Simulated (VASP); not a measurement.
Crystal: Ge.

```
CELL_PARAMETERS angstrom
0.00000 2.82891 2.82891
2.82891 0.00000 2.82891
2.82891 2.82891 0.00000
ATOMIC_POSITIONS crystal
Ge 0.75000 0.75000 0.75000
Ge 0.50000 0.50000 0.50000
```

Program: VASP 6.6.1. Alike in all runs: task single point; potentials or basis VASP PAW PBE potentials, release 64 (Ge_d); no spin polarisation; cell as given; cutoff (eV) 520; smearing fermi-dirac 0.05 eV.

Question: Order these runs on this cell by their band gap on the k mesh, lowest first.
A. level RPBE+D3(BJ); k mesh 8 × 8 × 8
B. level PBE-based global hybrid; k mesh 5 × 5 × 5; grid for exact exchange (PRECFOCK) Normal; share of exact exchange 0.35
C. level HF; k mesh 4 × 4 × 4; grid for exact exchange (PRECFOCK) Normal
D. level PBEsol+D4; k mesh 8 × 8 × 8
E. level HSE06; k mesh 4 × 4 × 4; grid for exact exchange (PRECFOCK) Normal; screening parameter 0.2079 1/Å

Answer: D (metal), A (0.15 eV), E (0.88 eV), B (2.15 eV), C (6.44 eV).

Caveats: some runs use coarse meshes.

A k mesh can miss the band edges, odd and even meshes differently.
